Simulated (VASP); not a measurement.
Here is a VASP 6.6.1 calculation.

File INCAR:

```
SYSTEM = Ge
ALGO     = Normal         ! electronic algorithm
EDIFF    = 1E-7           ! SCF threshold, eV
EDIFFG   = -0.01          ! ionic threshold
ENCUT    = 500            ! plane-wave cutoff, eV
GGA_COMPAT= .FALSE.      
IBRION   = 2              ! ionic algorithm
ISIF     = 3              ! what is computed and relaxed
ISMEAR   = 0              ! smearing method
LASPH    = .TRUE.         ! aspherical terms in the spheres
LCHARG   = .FALSE.        ! write CHGCAR
LREAL    = .FALSE.        ! projectors in reciprocal space
LWAVE    = .FALSE.        ! write WAVECAR
NELM     = 120            ! most SCF steps
NELMIN   = 4            
NSW      = 60             ! ionic steps
PREC     = Accurate       ! precision mode
SIGMA    = 0.15           ! smearing width, eV
```

Contents of KPOINTS:

```
k-points
0
G
  7 7 4
  0 0 0
```

Contents of POSCAR:

```
Ge
1.0
    3.9975858400      0.0000000000      0.0000000000
   -1.9987929200      3.4620108900      0.0000000000
    0.0000000000      0.0000000000      6.5993779500
Ge
4
Direct
    0.6666666667      0.3333333333      0.0629012500
    0.3333333333      0.6666666667      0.5629012500
    0.6666666667      0.3333333333      0.4370987500
    0.3333333333      0.6666666667      0.9370987500
```

Potentials or basis: VASP PAW LDA potentials, release 64 (Ge_d).

Launch:

```sh
$ cat potpaw_LDA.64/Ge_d/POTCAR > POTCAR
$ mpirun -np 1 vasp_std > vasp.out
```

(1) Predict the relaxed cell.

(2) Estimate the relaxed volume.

## Answers

(1) a = 3.967 Å, b = 3.967 Å, c = 6.523 Å, α = 90.00°, β = 90.00°, γ = 120.00°.

(2) 22.22 Å³/atom.
